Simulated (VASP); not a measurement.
MoN2:

```
Mo N
1.0
     4.34805    0.00000    0.00000
     0.00000    4.34805    0.00000
     0.00000    0.00000    2.76746
Mo N
2 4
Direct
  0.00000 0.00000 0.00000
  0.50000 0.50000 0.00000
  0.61165 0.88835 0.50000
  0.38835 0.11165 0.50000
  0.11165 0.61165 0.50000
  0.88835 0.38835 0.50000
```

Base run:

* Program: VASP 6.6.1
* Functional: PBEsol
* Potentials or basis: VASP PAW PBE potentials, release 64 (Mo_sv, N)
* Cutoff: 520 eV
* k mesh: 6 × 6 × 10
* Occupations: fermi-dirac, width 0.05 eV
* Spin: no spin polarisation
* Hubbard terms: Mo d U = 4.0 eV

Its results: band gap on the k mesh zero (bands 24 and 25 overlap by 2.09 eV); pressure -7.1 GPa; largest force 0.129 eV/Å.

**Question.** The run is repeated on the same cell with these changes: hubbard terms from Mo d U = 4.0 eV to none; further incar settings from ALGO = Normal; EDIFF = 1e-07; NBANDS = 33 to ALGO = Normal; EDIFF = 1e-06; NBANDS = 33. What comes out?

**Answer.** Band gap on the k mesh zero (bands 24 and 25 overlap by 1.98 eV); pressure -13.5 GPa; largest force 0.157 eV/Å.

Caveats: the cell stands under tension; the PAW data sets were made with another functional, which shifts forces and pressure a little; U without spin polarisation on a metal has little footing (at least some runs).
